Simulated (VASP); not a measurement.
# Re (Pm-3m) in VASP: further runs

The runs below take Re through single point, with RPBE.

Program: VASP 6.6.1. These are calculated values, not measurements. Logs are shortened: lines on timing, memory, paths and dates and some standing lists are left out, and cuts for length are marked.

### 1 The cell of the first run

It takes space group Pm-3m (No. 221, cubic). The conventional cell has a = 2.625 Å, b = 2.625 Å, c = 2.625 Å, α = 90.00°, β = 90.00°, γ = 90.00°. Within 3.5 Å of Re (site symmetry m-3m) lie 6 Re at 2.63 Å.

This isn't the form of Re at room conditions, which is hcp.

### 2 Single point, RPBE (18.09 Å³/atom)

Input file INCAR:

```
PREC     = Accurate       # precision mode
ENCUT    = 560            # plane-wave cutoff, eV
EDIFF    = 1E-6           # SCF threshold, eV
ISMEAR   = -1             # smearing method
SIGMA    = 0.1            # smearing width, eV
LREAL    = F              # projectors in reciprocal space
LASPH    = T              # aspherical terms in the spheres
NELM     = 120            # most SCF steps
ALGO     = Normal         # electronic algorithm
ISIF     = 2              # what is computed and relaxed
LWAVE    = F              # write WAVECAR
LCHARG   = F              # write CHGCAR
GGA      = RP             # functional
NBANDS   = 14             # bands
GGA_COMPAT= F
```

Input file KPOINTS:

```
regular mesh
0
Gamma
  14 14 14
```

Input file POSCAR:

```
Re
1.0
    2.6253412809      0.0000000000      0.0000000000
    0.0000000000      2.6253412809      0.0000000000
    0.0000000000      0.0000000000      2.6253412809
Re
1
Direct
    0.0000000000      0.0000000000      0.0000000000
```

Potentials or basis: VASP PAW PBE potentials, release 64 (Re_sv_GW).

Started as:

```
$ cat potpaw_PBE.64/Re_sv_GW/POTCAR > POTCAR
$ mpirun -np 1 vasp_std > vasp.out
```

OUTCAR:

```text
PREC = Accurate
   ENCUT = 560
   EDIFF = 1E-6
   ISMEAR = -1
   LREAL = F
   LASPH = T
   NELM = 120
   ISIF = 2
   GGA = RP

 ion  position               nearest neighbor table
   1  0.000  0.000  0.000-

  LATTYP: Found a simple cubic cell.
 ALAT       =     2.6253412809

  Lattice vectors:

 A1 = (   2.6253412809,   0.0000000000,   0.0000000000)
 A2 = (   0.0000000000,   2.6253412809,   0.0000000000)
 A3 = (   0.0000000000,   0.0000000000,   2.6253412809)

Analysis of symmetry for initial positions (statically):
=====================================================================
 Subroutine PRICEL returns:
 Original cell was already a primitive cell.

 Routine SETGRP: Setting up the symmetry group for a
 simple cubic supercell.

 Subroutine GETGRP returns: Found 48 space group operations
 (whereof 48 operations were pure point group operations)
 out of a pool of 48 trial point group operations.

The static configuration has the point symmetry O_h .

Analysis of symmetry for dynamics (positions and initial velocities):
=====================================================================
 Subroutine PRICEL returns:
 Original cell was already a primitive cell.

 Routine SETGRP: Setting up the symmetry group for a
 simple cubic supercell.

 Subroutine GETGRP returns: Found 48 space group operations
 (whereof 48 operations were pure point group operations)
 out of a pool of 48 trial point group operations.

The dynamic configuration has the point symmetry O_h .

 Subroutine INISYM returns: Found 48 space group operations
 (whereof 48 operations are pure point group operations),
 and found     1 'primitive' translations

----------------------------------------------------------------------------------------

                                     Primitive cell

  volume of cell :      18.0949

  direct lattice vectors                    reciprocal lattice vectors
     2.625341281  0.000000000  0.000000000     0.380902859  0.000000000  0.000000000
     0.000000000  2.625341281  0.000000000     0.000000000  0.380902859  0.000000000
     0.000000000  0.000000000  2.625341281     0.000000000  0.000000000  0.380902859

  length of vectors
     2.625341281  2.625341281  2.625341281     0.380902859  0.380902859  0.380902859

  position of ions in fractional coordinates (direct lattice)
     0.000000000  0.000000000  0.000000000

  ion indices of the primitive-cell ions
   primitive index   ion index
                 1           1

----------------------------------------------------------------------------------------

 KPOINTS: regular mesh

Automatic generation of k-mesh.
 Grid dimensions read from file:
 generate k-points for:   14   14   14

 Generating k-lattice:

  Cartesian coordinates                     Fractional coordinates (reciprocal lattice)
     0.027207347  0.000000000  0.000000000     0.071428571  0.000000000  0.000000000
     0.000000000  0.027207347  0.000000000     0.000000000  0.071428571  0.000000000
     0.000000000  0.000000000  0.027207347     0.000000000  0.000000000  0.071428571

  Length of vectors
     0.027207347  0.027207347  0.027207347

  Shift w.r.t. Gamma in fractional coordinates (k-lattice)
     0.000000000  0.000000000  0.000000000

 Subroutine IBZKPT returns following result:
 ===========================================

 Found    120 irreducible k-points:

 Following reciprocal coordinates:
            Coordinates               Weight
  0.000000  0.000000  0.000000      1.000000
  0.071429  0.000000  0.000000      6.000000
  0.142857  0.000000  0.000000      6.000000
  0.214286  0.000000  0.000000      6.000000
  0.285714  0.000000  0.000000      6.000000
  0.357143  0.000000  0.000000      6.000000
[... 16 lines left out ...]
  0.285714  0.214286  0.000000     24.000000
  0.357143  0.214286  0.000000     24.000000
 [... further k-points ...]
   k-points           NKPTS =    120   k-points in BZ     NKDIM =    120   number of bands    NBANDS=     14
   number of dos      NEDOS =    301   number of ions     NIONS =      1
   total plane-waves  NPLWV =   8000
   dimension x,y,z NGX =    20 NGY =   20 NGZ =   20
   dimension x,y,z NGXF=    40 NGYF=   40 NGZF=   40
   ions per type =               1
   NGX,Y,Z   is equivalent  to a cutoff of  12.66, 12.66, 12.66 a.u.
   NGXF,Y,Z  is equivalent  to a cutoff of  25.33, 25.33, 25.33 a.u.
 SYSTEM =  unknown system
   PREC   = accura    normal or accurate (medium, high low for compatibility)
   ISTART =      0    job   : 0-new  1-cont  2-samecut
   ICHARG =      2    charge: 1-file 2-atom 10-const
   ISPIN  =      1    spin polarized calculation?
   LNONCOLLINEAR =      F non collinear calculations
   LSORBIT =      F    spin-orbit coupling
   LASPH  =      T    aspherical Exc in radial PAW
   ENCUT  =  560.0 eV  41.16 Ry    6.42 a.u.   5.07  5.07  5.07*2*pi/ulx,y,z
   NELM   =    120;   NELMIN=  2; NELMDL= -5     # of ELM steps
   EDIFF  = 0.1E-05   stopping-criterion for ELM
   LREAL  =      F    real-space projection
   EDIFFG = 0.1E-04   stopping-criterion for IOM
   NSW    =      0    number of steps for IOM
   IBRION =     -1    ionic relax: 0-MD 1-quasi-New 2-CG
   NFREE  =      0    steps in history (QN), initial steepest desc. (CG)
   ISIF   =      2    stress and relaxation
   ISYM   =      2    0-nonsym 1-usesym 2-fastsym
   POTIM  = 0.5000    time-step for ionic-motion
   TEBEG  =    0.0;   TEEND  =   0.0 temperature during run
   PSTRESS=    0.0 pullay stress
   NELECT =      15.0000    total number of electrons
   NUPDOWN=      -1.0000    fix difference up-down
   EMIN   =  10.00;   EMAX   =-10.00  energy-range for DOS
   EFERMI =   0.00;   METHOD = LEGACY
   ISMEAR =    -1;   SIGMA  =   0.10  broadening in eV -4-tet -1-fermi 0-gaus
   EFERMI_NEDOS =   21; number of points for ismear=-14 and -15
   IALGO  =     38    algorithm
   IMIX   =      4    mixing-type and parameters
     AMIX     =   0.40;   BMIX     =  1.00
     AMIX_MAG =   1.60;   BMIX_MAG =  1.00
  volume/ion in A,a.u.               =      18.09       122.11
  Fermi-wavevector in a.u.,A,eV,Ry     =   1.537869  2.906152 32.178358  2.365043
  Thomas-Fermi vector in A             =   2.644318
   LORBIT       =      0    0 simple, 1 ext, 2 COOP (PROOUT), +10 PAW based schemes
   GGA     = RP    functional components
   LHFCALC =     F    Hartree Fock is set to
   AEXX    =    0.0000 exact exchange contribution
   IVDW    =     0    specifies the selected vdW correction
   LEPSILON=     F    determine dielectric tensor
   LRPA    =     F    only Hartree local field effects (RPA)
 non-spin polarized calculation
  energy-cutoff  :      560.00
  volume of cell :       18.09
 maximum number of plane-waves:       556
   NGX = 11   NGY = 11   NGZ = 11

 number of electron      15.0000001 magnetization

 Free energy of the ion-electron system (eV)
  ---------------------------------------------------
  ext. energy  EPLUGINS =         0.00000000
  ---------------------------------------------------
  free energy    TOTEN  =       -12.04143220 eV

  energy without entropy =      -11.99856949  energy(sigma->0) =      -12.02000084

 E-fermi :  10.4008     XC(G=0): -12.8080

 val. band max:       10.3996799968   @ k =   0.4286   0.0000   0.0000
 cond. band min:      10.4163565205   @ k =   0.4286   0.2857   0.2857
 fundamental gap:      0.0166765237
 Fermi energy:        10.4007904165

 k-point     1 :       0.0000    0.0000    0.0000
  band No.  band energies     occupation
      1     -69.9924      2.00000
      2     -31.3297      2.00000
      3     -31.3297      2.00000
      4     -31.3297      2.00000
      5       1.5315      2.00000
      6       5.3757      2.00000
      7       5.3757      2.00000
      8      13.5573      0.00000
      9      13.5573      0.00000
     10      13.5573      0.00000
     11      24.9072      0.00000
     12      24.9072      0.00000
     13      24.9072      0.00000
     14      30.8431      0.00000

 k-point     2 :       0.0714    0.0000    0.0000
  band No.  band energies     occupation
      1     -69.9898      2.00000
      2     -31.3828      2.00000
      3     -31.3258      2.00000
      4     -31.3258      2.00000
      5       1.6906      2.00000
      6       5.4138      2.00000
      7       5.5374      2.00000
      8      13.3318      0.00000
      9      13.3318      0.00000
     10      13.5735      0.00000
     11      24.0087      0.00000
     12      25.2344      0.00000
     13      25.2344      0.00000
     14      31.4949      0.00000

 k-point     3 :       0.1429    0.0000    0.0000
  band No.  band energies     occupation
      1     -69.9800      2.00000
      2     -31.5273      2.00000
      3     -31.3136      2.00000
      4     -31.3136      2.00000
      5       2.1320      2.00000
      6       5.5225      2.00000
      7       6.0211      2.00000
      8      12.7552      0.00000
      9      12.7552      0.00000
     10      13.6194      0.00000
     11      22.2516      0.00000
     12      26.1010      0.00000
     13      26.1010      0.00000
     14      30.0423      0.00000
[... 324 lines left out ...]
 k-point    23 :       0.2857    0.2143    0.0000
  band No.  band energies     occupation
      1     -69.9241      2.00000
      2     -31.9102      2.00000
      3     -31.6680      2.00000
      4     -31.2440      2.00000
      5       4.5520      2.00000
      6       6.7314      2.00000
      7       8.2685      2.00000
      8      10.2185      1.72174
      9      11.5156      0.00003
     10      12.3803      0.00000
     11      20.6608      0.00000
     12      23.4437      0.00000
     13      28.0262      0.00000
     14      31.1437      0.00000

 k-point    24 :       0.3571    0.2143    0.0000
  band No.  band energies     occupation
      1     -69.9103      2.00000
      2     -32.1019      2.00000
      3     -31.6474      2.00000
      4     -31.2267      2.00000
      5       5.1192      2.00000
      6       6.7814      2.00000
      7       8.2816      2.00000
      8      10.9835      0.00588
      9      11.0769      0.00231
     10      12.4644      0.00000
     11      19.2869      0.00000
     12      24.4242      0.00000
     13      27.2556      0.00000
     14      31.7312      0.00000

 [... further k-points ...]

------------------------ aborting loop because EDIFF is reached ----------------------------------------

  FORCE on cell =-STRESS in cart. coord.  units (eV):
  Direction    XX          YY          ZZ          XY          YZ          ZX
  --------------------------------------------------------------------------------------
  -------------------------------------------------------------------------------------
  Total       -1.2400168     -1.2400168     -1.2400168      0.0000000      0.0000000     -0.0000000
  in kB     -109.7945711   -109.7945711   -109.7945711      0.0000000      0.0000000     -0.0000000
  external PRESSURE =    -109.7945711 kB  Pullay stress =       0.0000000 kB

 VOLUME and BASIS-vectors are now :
 -----------------------------------------------------------------------------
  energy-cutoff  :      560.00
  volume of cell :       18.09
      direct lattice vectors                 reciprocal lattice vectors
     2.625341281  0.000000000  0.000000000     0.380902859  0.000000000  0.000000000
     0.000000000  2.625341281  0.000000000     0.000000000  0.380902859  0.000000000
     0.000000000  0.000000000  2.625341281     0.000000000  0.000000000  0.380902859

 POSITION                                       TOTAL-FORCE (eV/Angst)
 -----------------------------------------------------------------------------------
      0.00000      0.00000      0.00000         0.000000      0.000000      0.000000
 -----------------------------------------------------------------------------------
    total drift:                               -0.000000     -0.000000     -0.000000

  FREE ENERGIE OF THE ION-ELECTRON SYSTEM (eV)
  ---------------------------------------------------
  free  energy   TOTEN  =       -12.0414321960 eV

  energy  without entropy=      -11.9985694864  energy(sigma->0) =      -12.02000084
```

Run time: 17 s. Hardware: 1 thread of AMD EPYC 7R13 (Zen 3), shared host; peak memory 0.12 GiB.

What came out:

```yaml
Free_energy: -12.0414 eV
Pressure: -11.0 GPa
Band_gap_on_the_k_mesh: zero (an odd number of electrons rules out a gap without spin polarisation)
```

Levels at points of the mesh, in eV from the Fermi level:
| k point | band 4 | band 5 | band 6 | band 7 | band 8 | band 9 | band 10 | band 11 |
| --- | --- | --- | --- | --- | --- | --- | --- | --- |
| (0.00, 0.00, 0.00) | -41.73 | -8.87 | -5.03 | -5.03 | 3.16 | 3.16 | 3.16 | 14.51 |
| (0.50, 0.00, 0.00) | -41.64 | -5.60 | -4.18 | -1.02 | -0.13 | -0.13 | 3.50 | 7.59 |
| (0.50, 0.50, 0.00) | -41.56 | -5.88 | -3.71 | 0.52 | 0.52 | 4.34 | 4.34 | 5.53 |
| (0.50, 0.50, 0.50) | -42.48 | -4.42 | -4.42 | -4.42 | 5.76 | 5.76 | 7.78 | 10.73 |

Caveat: the cell stands under tension; the PAW data sets were made with another functional, which shifts forces and pressure a little; spin-orbit coupling is left out, which moves the levels of the heavy elements.

### 3 Single point, RPBE (17.40 Å³/atom)

This run uses another cell than the first one, of 17.40 Å³/atom.

Input file INCAR:

```
SYSTEM = Re
PREC     = Accurate       ! precision mode
ENCUT    = 560            ! plane-wave cutoff, eV
EDIFF    = 1E-6           ! SCF threshold, eV
ISMEAR   = -1             ! smearing method
SIGMA    = 0.1            ! smearing width, eV
LREAL    = .FALSE.        ! projectors in reciprocal space
LASPH    = .TRUE.         ! aspherical terms in the spheres
NELM     = 120            ! most SCF steps
ALGO     = Normal         ! electronic algorithm
ISIF     = 2              ! what is computed and relaxed
LWAVE    = .FALSE.        ! write WAVECAR
LCHARG   = .FALSE.        ! write CHGCAR
GGA      = RP             ! functional
NBANDS   = 14             ! bands
GGA_COMPAT= .FALSE.
```

Input file KPOINTS:

```
regular mesh
0
G
  14 14 14
  0 0 0
```

Input file POSCAR:

```
Re
1.0
    2.5912420800      0.0000000000      0.0000000000
    0.0000000000      2.5912420800      0.0000000000
    0.0000000000      0.0000000000      2.5912420800
Re
1
Direct
    0.0000000000      0.0000000000      0.0000000000
```

Potentials or basis: VASP PAW PBE potentials, release 64 (Re_sv_GW).

Started as:

```
$ cat potpaw_PBE.64/Re_sv_GW/POTCAR > POTCAR
$ mpirun -np 1 vasp_std > vasp.out
```

It took 9.7 s on 1 thread of Intel Xeon 6975P-C (Granite Rapids), shared host; peak memory 0.15 GiB.

The run converged. Its results:

```yaml
Free_energy: -12.0640 eV
Pressure: -2.1 GPa
Band_gap_on_the_k_mesh: zero (an odd number of electrons rules out a gap without spin polarisation)
```

Levels at points of the mesh, in eV from the Fermi level:
```
           k point  band 5  band 6  band 7  band 8  band 9  band 10
(0.00, 0.00, 0.00)   -9.12   -5.28   -5.28    3.36    3.36     3.36
(0.50, 0.00, 0.00)   -5.77   -4.38   -1.07   -0.14   -0.14     3.72
(0.50, 0.50, 0.00)   -6.21   -3.84    0.55    0.55    4.49     4.49
(0.50, 0.50, 0.50)   -4.67   -4.67   -4.67    6.13    6.13     7.67
```

Caveat: the PAW data sets were made with another functional, which shifts forces and pressure a little; spin-orbit coupling is left out, which moves the levels of the heavy elements.

The gap in the log of VASP goes by the Fermi energy; the results here count the filled bands.